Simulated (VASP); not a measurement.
# Bi (P6_3/mmc) in VASP: further runs

Runs on Bi. Level: r2SCAN. Tasks: single point, relaxation of shape and atoms at fixed volume.

All numbers are computed with VASP 6.6.1; they aren't measurements. Logs are shortened: lines on timing, memory, paths and dates and some standing lists are left out, and cuts for length are marked.

**1. The cell of the first run**

Symmetry: P6_3/mmc, No. 194, hexagonal system. The conventional cell has a = 4.344 Å, b = 4.344 Å, c = 4.217 Å, α = 90.00°, β = 90.00°, γ = 120.00°. Within 4.3 Å of Bi (site symmetry -6m2) lie 8 Bi at 3.28 to 4.22 Å.

**2. Single point, r2SCAN**

File POSCAR:

```
Bi
1.0
    4.3438311344      0.0000000000      0.0000000000
   -2.1719155672      3.7618681121      0.0000000000
    0.0000000000      0.0000000000      4.2169526165
Bi
2
Direct
    0.3333333333      0.6666666667      0.2500000000
    0.6666666667      0.3333333333      0.7500000000
```

File INCAR.step1:

```
SYSTEM = Bi
PREC = Accurate
ENCUT = 520
ISMEAR = 0
SIGMA = 0.1
LREAL = .False.
LASPH = .True.
NELM = 100
NBANDS = 22
GGA = PE
ALGO = Normal
EDIFF = 1E-4
LWAVE = .True.
LCHARG = .False.
```

File INCAR.step2:

```
SYSTEM = Bi
PREC = Accurate
ENCUT = 520
EDIFF = 1E-6
ISMEAR = 0
SIGMA = 0.1
LREAL = .False.
LASPH = .True.
NELM = 100
ALGO = Normal
ISIF = 2
LWAVE = .False.
LCHARG = .False.
METAGGA = R2SCAN
LMIXTAU = .True.
NBANDS = 22
ISTART = 1
```

File KPOINTS:

```
regular mesh
0
Gamma
  12 12 10
  0 0 0
```

Potentials or basis: VASP PAW PBE potentials, release 64 (Bi_d).

Command:

```bash
> cat potpaw_PBE.64/Bi_d/POTCAR > POTCAR
> cp INCAR.step1 INCAR
> mpirun -np 1 vasp_std > vasp.out
> cp INCAR.step2 INCAR
> mpirun -np 1 vasp_std > vasp.out
```

OUTCAR:

```text
SYSTEM = Bi
   PREC = Accurate
   ENCUT = 520
   EDIFF = 1E-6
   ISMEAR = 0
   LREAL = .False.
   LASPH = .True.
   NELM = 100
   ISIF = 2
   METAGGA = R2SCAN
   ISTART = 1

 ion  position               nearest neighbor table
   1  0.333  0.667  0.250-   2 3.28   2 3.28   2 3.28   2 3.28   2 3.28   2 3.28
   2  0.667  0.333  0.750-   1 3.28   1 3.28   1 3.28   1 3.28   1 3.28   1 3.28

  LATTYP: Found a hexagonal cell.
 ALAT       =     4.3438311344
 C/A-ratio  =     0.9707911026

  Lattice vectors:

 A1 = (   4.3438311344,   0.0000000000,   0.0000000000)
 A2 = (  -2.1719155672,   3.7618681121,   0.0000000000)
 A3 = (   0.0000000000,   0.0000000000,   4.2169526165)

Analysis of symmetry for initial positions (statically):
=====================================================================
 Subroutine PRICEL returns:
 Original cell was already a primitive cell.

 Routine SETGRP: Setting up the symmetry group for a
 hexagonal supercell.

 Subroutine GETGRP returns: Found 24 space group operations
 (whereof 12 operations were pure point group operations)
 out of a pool of 24 trial point group operations.

The static configuration has the point symmetry D_3d.
 The point group associated with its full space group is D_6h.

Analysis of symmetry for dynamics (positions and initial velocities):
=====================================================================
 Subroutine PRICEL returns:
 Original cell was already a primitive cell.

 Routine SETGRP: Setting up the symmetry group for a
 hexagonal supercell.

 Subroutine GETGRP returns: Found 24 space group operations
 (whereof 12 operations were pure point group operations)
 out of a pool of 24 trial point group operations.

The dynamic configuration has the point symmetry D_3d.
 The point group associated with its full space group is D_6h.

 Subroutine INISYM returns: Found 24 space group operations
 (whereof 12 operations are pure point group operations),
 and found     1 'primitive' translations

----------------------------------------------------------------------------------------

                                     Primitive cell

  volume of cell :      68.9089

  direct lattice vectors                    reciprocal lattice vectors
     4.343831134  0.000000000  0.000000000     0.230211527  0.132912687  0.000000000
    -2.171915567  3.761868112  0.000000000     0.000000000  0.265825375  0.000000000
     0.000000000  0.000000000  4.216952617     0.000000000  0.000000000  0.237138069

  length of vectors
     4.343831134  4.343831134  4.216952617     0.265825375  0.265825375  0.237138069

  position of ions in fractional coordinates (direct lattice)
     0.333333333  0.666666667  0.250000000
     0.666666667  0.333333333  0.750000000

  ion indices of the primitive-cell ions
   primitive index   ion index
                 1           1
                 2           2

----------------------------------------------------------------------------------------

 KPOINTS: regular mesh

Automatic generation of k-mesh.
 Grid dimensions read from file:
 generate k-points for:   12   12   10

 Generating k-lattice:

  Cartesian coordinates                     Fractional coordinates (reciprocal lattice)
     0.019184294  0.011076057  0.000000000     0.083333333 -0.000000000  0.000000000
     0.000000000  0.022152115  0.000000000     0.000000000  0.083333333  0.000000000
     0.000000000  0.000000000  0.023713807     0.000000000  0.000000000  0.100000000

  Length of vectors
     0.022152115  0.022152115  0.023713807

  Shift w.r.t. Gamma in fractional coordinates (k-lattice)
     0.000000000  0.000000000  0.000000000

 Subroutine IBZKPT returns following result:
 ===========================================

 Found    114 irreducible k-points:

 Following reciprocal coordinates:
            Coordinates               Weight
  0.000000  0.000000  0.000000      1.000000
  0.083333  0.000000  0.000000      6.000000
  0.166667 -0.000000  0.000000      6.000000
  0.250000 -0.000000  0.000000      6.000000
  0.333333 -0.000000  0.000000      6.000000
  0.416667 -0.000000  0.000000      6.000000
[... 16 lines left out ...]
  0.250000 -0.000000  0.100000     12.000000
  0.333333 -0.000000  0.100000     12.000000
 [... further k-points ...]
   k-points           NKPTS =    114   k-points in BZ     NKDIM =    114   number of bands    NBANDS=     22
   number of dos      NEDOS =    301   number of ions     NIONS =      2
   total plane-waves  NPLWV =  32768
   dimension x,y,z NGX =    32 NGY =   32 NGZ =   32
   dimension x,y,z NGXF=    64 NGYF=   64 NGZF=   64
   ions per type =               2
   NGX,Y,Z   is equivalent  to a cutoff of  12.25, 12.25, 12.62 a.u.
   NGXF,Y,Z  is equivalent  to a cutoff of  24.49, 24.49, 25.23 a.u.
 SYSTEM =  Bi
   PREC   = accura    normal or accurate (medium, high low for compatibility)
   ISTART =      1    job   : 0-new  1-cont  2-samecut
   ICHARG =      0    charge: 1-file 2-atom 10-const
   ISPIN  =      1    spin polarized calculation?
   LNONCOLLINEAR =      F non collinear calculations
   LSORBIT =      F    spin-orbit coupling
   LASPH  =      T    aspherical Exc in radial PAW
   ENCUT  =  520.0 eV  38.22 Ry    6.18 a.u.   8.08  8.08  7.84*2*pi/ulx,y,z
   NELM   =    100;   NELMIN=  2; NELMDL=  0     # of ELM steps
   EDIFF  = 0.1E-05   stopping-criterion for ELM
   LREAL  =      F    real-space projection
   EDIFFG = 0.1E-04   stopping-criterion for IOM
   NSW    =      0    number of steps for IOM
   IBRION =     -1    ionic relax: 0-MD 1-quasi-New 2-CG
   NFREE  =      0    steps in history (QN), initial steepest desc. (CG)
   ISIF   =      2    stress and relaxation
   ISYM   =      2    0-nonsym 1-usesym 2-fastsym
   POTIM  = 0.5000    time-step for ionic-motion
   TEBEG  =    0.0;   TEEND  =   0.0 temperature during run
   PSTRESS=    0.0 pullay stress
   NELECT =      30.0000    total number of electrons
   NUPDOWN=      -1.0000    fix difference up-down
   EMIN   =  10.00;   EMAX   =-10.00  energy-range for DOS
   EFERMI =   0.00;   METHOD = LEGACY
   ISMEAR =     0;   SIGMA  =   0.10  broadening in eV -4-tet -1-fermi 0-gaus
   EFERMI_NEDOS =   21; number of points for ismear=-14 and -15
   IALGO  =     38    algorithm
   IMIX   =      4    mixing-type and parameters
     AMIX     =   0.40;   BMIX     =  1.00
     AMIX_MAG =   1.60;   BMIX_MAG =  1.00
  volume/ion in A,a.u.               =      34.45       232.51
  Fermi-wavevector in a.u.,A,eV,Ry     =   1.240767  2.344709 20.946201  1.539502
  Thomas-Fermi vector in A             =   2.375193
   LORBIT       =      0    0 simple, 1 ext, 2 COOP (PROOUT), +10 PAW based schemes
   METAGGA = R2SCAN    functional components
   LHFCALC =     F    Hartree Fock is set to
   AEXX    =    0.0000 exact exchange contribution
   IVDW    =     0    specifies the selected vdW correction
   LEPSILON=     F    determine dielectric tensor
   LRPA    =     F    only Hartree local field effects (RPA)
 non-spin polarized calculation
 Gauss-broadening in eV      SIGMA  =   0.10
  energy-cutoff  :      520.00
  volume of cell :       68.91
 maximum number of plane-waves:      1875
   NGX = 17   NGY = 17   NGZ = 15

 number of electron      30.0000004 magnetization

 Free energy of the ion-electron system (eV)
  ---------------------------------------------------
  ext. energy  EPLUGINS =         0.00000000
  ---------------------------------------------------
  free energy    TOTEN  =      -116.69647972 eV

  energy without entropy =     -116.69171839  energy(sigma->0) =     -116.69409906

 E-fermi :   6.5218     XC(G=0): -10.3668

 val. band max:        6.4872534292   @ k =   0.0833   0.0833   0.2000
 cond. band min:       6.5297127296   @ k =   0.1667   0.1667   0.2000
 fundamental gap:      0.0424593004
 Fermi energy:         6.5218351509

 k-point     1 :       0.0000    0.0000    0.0000
  band No.  band energies     occupation
      1     -17.0743      2.00000
      2     -17.0743      2.00000
      3     -17.0496      2.00000
      4     -16.9437      2.00000
      5     -16.9437      2.00000
      6     -16.9338      2.00000
[... 14 lines left out ...]
     21      16.0299      0.00000
     22      16.0299      0.00000

 k-point     2 :       0.0833    0.0000    0.0000
  band No.  band energies     occupation
      1     -17.0769      2.00000
      2     -17.0718      2.00000
      3     -17.0489      2.00000
      4     -16.9527      2.00000
      5     -16.9523      2.00000
      6     -16.9265      2.00000
[... 14 lines left out ...]
     21      15.4295      0.00000
     22      15.8977      0.00000

 k-point     3 :       0.1667   -0.0000    0.0000
  band No.  band energies     occupation
      1     -17.0837      2.00000
      2     -17.0646      2.00000
      3     -17.0475      2.00000
      4     -16.9626      2.00000
      5     -16.9626      2.00000
      6     -16.9189      2.00000
[... 14 lines left out ...]
     21      14.9043      0.00000
     22      15.6800      0.00000

 k-point     4 :       0.2500   -0.0000    0.0000
  band No.  band energies     occupation
      1     -17.0926      2.00000
      2     -17.0539      2.00000
      3     -17.0477      2.00000
      4     -16.9697      2.00000
      5     -16.9679      2.00000
      6     -16.9148      2.00000
[... 14 lines left out ...]
     21      15.6584      0.00000
     22      16.0948      0.00000

 k-point     5 :       0.3333   -0.0000    0.0000
  band No.  band energies     occupation
      1     -17.1010      2.00000
      2     -17.0503      2.00000
      3     -17.0415      2.00000
      4     -16.9743      2.00000
      5     -16.9671      2.00000
      6     -16.9142      2.00000
[... 417 lines left out ...]
 k-point    22 :       0.1667   -0.0000    0.1000
  band No.  band energies     occupation
      1     -17.0871      2.00000
      2     -17.0711      2.00000
      3     -17.0405      2.00000
      4     -16.9640      2.00000
      5     -16.9559      2.00000
      6     -16.9261      2.00000
[... 14 lines left out ...]
     21      15.0884      0.00000
     22      15.2434      0.00000

 k-point    23 :       0.2500   -0.0000    0.1000
  band No.  band energies     occupation
      1     -17.0933      2.00000
      2     -17.0622      2.00000
      3     -17.0366      2.00000
      4     -16.9698      2.00000
      5     -16.9599      2.00000
      6     -16.9228      2.00000
[... 14 lines left out ...]
     21      15.1726      0.00000
     22      15.6568      0.00000

 k-point    24 :       0.3333   -0.0000    0.1000
  band No.  band energies     occupation
      1     -17.0991      2.00000
      2     -17.0548      2.00000
      3     -17.0308      2.00000
      4     -16.9745      2.00000
      5     -16.9632      2.00000
      6     -16.9168      2.00000
[... 14 lines left out ...]
     21      15.1145      0.00000
     22      15.6537      0.00000

 [... further k-points ...]

------------------------ aborting loop because EDIFF is reached ----------------------------------------

  FORCE on cell =-STRESS in cart. coord.  units (eV):
  Direction    XX          YY          ZZ          XY          YZ          ZX
  --------------------------------------------------------------------------------------
  -------------------------------------------------------------------------------------
  Total       -0.0111031     -0.0111031      0.0016304      0.0000000     -0.0000000     -0.0000000
  in kB       -0.2581548     -0.2581548      0.0379087      0.0000000     -0.0000000     -0.0000000
  external PRESSURE =      -0.1594670 kB  Pullay stress =       0.0000000 kB

 VOLUME and BASIS-vectors are now :
 -----------------------------------------------------------------------------
  energy-cutoff  :      520.00
  volume of cell :       68.91
      direct lattice vectors                 reciprocal lattice vectors
     4.343831134  0.000000000  0.000000000     0.230211527  0.132912687  0.000000000
    -2.171915567  3.761868112  0.000000000     0.000000000  0.265825375  0.000000000
     0.000000000  0.000000000  4.216952617     0.000000000  0.000000000  0.237138069

 POSITION                                       TOTAL-FORCE (eV/Angst)
 -----------------------------------------------------------------------------------
     -0.00000      2.50791      1.05424         0.000000     -0.000000      0.000000
      2.17192      1.25396      3.16271        -0.000000      0.000000      0.000000
 -----------------------------------------------------------------------------------
    total drift:                                0.000000     -0.000000      0.000000

  FREE ENERGIE OF THE ION-ELECTRON SYSTEM (eV)
  ---------------------------------------------------
  free  energy   TOTEN  =      -116.6964797214 eV

  energy  without entropy=     -116.6917183910  energy(sigma->0) =     -116.69409906
```

It took 4.8 min on 1 thread of Intel Xeon Platinum 8259CL at 2.50GHz (Skylake/Cascade Lake), shared host; peak memory 0.27 GiB.

Results:

```yaml
Free_energy: -116.6965 eV
Pressure: 0.0 GPa
Band_gap_on_the_k_mesh: zero (band 15 reaches 7.37 eV, above the bottom of band 16 at 4.64 eV)
```

Levels at points of the mesh, in eV from the Fermi level:
| k point | band 13 | band 14 | band 15 | band 16 | band 17 | band 18 |
| --- | --- | --- | --- | --- | --- | --- |
| (0.00, 0.00, 0.00) | -2.55 | -1.08 | -1.08 | 2.30 | 2.30 | 4.21 |
| (0.50, 0.00, 0.00) | -2.67 | -2.44 | -0.55 | 1.43 | 1.60 | 4.32 |
| (0.00, 0.00, 0.50) | 0.32 | 0.32 | 0.85 | 0.85 | 0.85 | 0.85 |
| (0.50, 0.00, 0.50) | -4.53 | -4.53 | -0.11 | -0.11 | 2.34 | 2.34 |

Caveat: the PAW data sets were made with another functional, which shifts forces and pressure a little; spin-orbit coupling is left out, which moves the levels of the heavy elements.

**3. Relaxation of shape and atoms at fixed volume, r2SCAN (volume scaled by 1.06)**

File POSCAR:

```
Bi
1.0
    4.4436671907      0.0000000000      0.0000000000
   -2.2218335953      3.8483286731      0.0000000000
    0.0000000000      0.0000000000      4.2713720761
Bi
2
Direct
    0.3333333333      0.6666666667      0.2500000000
    0.6666666667      0.3333333333      0.7500000000
```

File INCAR.step1:

```
  PREC = Accurate
  ENCUT = 600
  ISMEAR = 0
  SIGMA = 0.1
  LREAL = False
  LASPH = True
  NELM = 60
  GGA = PE
  ALGO = Normal
  EDIFF = 1E-4
  LWAVE = True
  LCHARG = False
```

File INCAR.step2:

```
  PREC = Accurate
  ENCUT = 600
  EDIFF = 1E-6
  ISMEAR = 0
  SIGMA = 0.1
  LREAL = False
  LASPH = True
  NELM = 60
  ALGO = Normal
  ISIF = 4
  LWAVE = False
  LCHARG = False
  METAGGA = R2SCAN
  LMIXTAU = True
  IBRION = 2
  NSW = 50
  EDIFFG = -0.01
  ISTART = 1
```

File KPOINTS:

```
regular mesh
0
Gamma
  12 12 10
```

Potentials or basis: VASP PAW PBE potentials, release 64 (Bi_d).

Command:

```bash
> cat potpaw_PBE.64/Bi_d/POTCAR > POTCAR
> cp INCAR.step1 INCAR
> mpirun -np 1 vasp_std > vasp.out
> cp INCAR.step2 INCAR
> mpirun -np 1 vasp_std > vasp.out
```

Wall time 15 min (1 thread of AMD EPYC 9R45 (Zen 5), shared host); peak memory 0.3 GiB.

The run converged. Its results:

| Quantity | Value |
| --- | --- |
| Free energy | -116.6668 eV |
| Energy gained by relaxing | 0.5 meV/atom |
| Ionic steps | 3 |
| Pressure after relaxing | -2.2 GPa |
| Band gap on the k mesh | zero (band 15 reaches 6.59 eV, above the bottom of band 16 at 4.19 eV) |

Step by step:
```csv
step,energy change (eV),largest force (eV/Å),pressure (GPa),volume (Å³)
1,0.0000,0.0000,-2.42,73.04
2,-0.0007,0.0000,-2.34,73.04
3,-0.0010,0.0000,-2.24,73.04
```

Final structure:
```cif
data_structure
_symmetry_space_group_name_H-M 'P 1'
_symmetry_Int_Tables_number 1
_cell_length_a 4.4650
_cell_length_b 4.4650
_cell_length_c 4.2307
_cell_angle_alpha 90.000
_cell_angle_beta 90.000
_cell_angle_gamma 120.000
_cell_volume 73.04
loop_
_atom_site_label
_atom_site_type_symbol
_atom_site_fract_x
_atom_site_fract_y
_atom_site_fract_z
_atom_site_occupancy
Bi1 Bi 0.33333 0.66667 0.25000 1
Bi2 Bi 0.66667 0.33333 0.75000 1
```

Levels at points of the mesh, in eV from the Fermi level:
```
           k point  band 13  band 14  band 15  band 16  band 17  band 18
(0.00, 0.00, 0.00)    -2.20    -1.18    -1.18     2.12     2.12     4.28
(0.50, 0.00, 0.00)    -2.61    -2.34    -0.37     1.48     1.62     4.41
(0.00, 0.00, 0.50)     0.04     0.04     0.71     0.71     0.71     0.71
(0.50, 0.00, 0.50)    -4.25    -4.25    -0.13    -0.13     2.26     2.26
```

Caveat: the cell differs from its parent crystal (volume scaled by 1.06); the PAW data sets were made with another functional, which shifts forces and pressure a little; spin-orbit coupling is left out, which moves the levels of the heavy elements.
